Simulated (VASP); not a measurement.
GaAs:

```
CELL_PARAMETERS angstrom
0.00000 2.84557 2.84557
2.84557 0.00000 2.84557
2.84557 2.84557 0.00000
ATOMIC_POSITIONS crystal
As 0.75000 0.75000 0.75000
Ga 0.00000 0.00000 0.00000
```

Base run:

- Program: VASP 6.6.1
- Functional: PBEsol
- Dispersion: D3(BJ)
- Potentials or basis: VASP PAW PBE potentials, release 64 (As, Ga_d)
- Cutoff: 520 eV
- k mesh: 8 × 8 × 8
- Occupations: fermi-dirac, width 0.05 eV
- Spin: no spin polarisation

Its results: band gap on the k mesh 0.31 eV, direct; pressure -3.0 GPa.

Question: The run is repeated on the same cell with these changes: functional from PBEsol to RPBE. What comes out?

Answer: Band gap on the k mesh 0.50 eV, direct; pressure -6.6 GPa.

Caveats: the PAW data sets were made with another functional, which shifts forces and pressure a little.

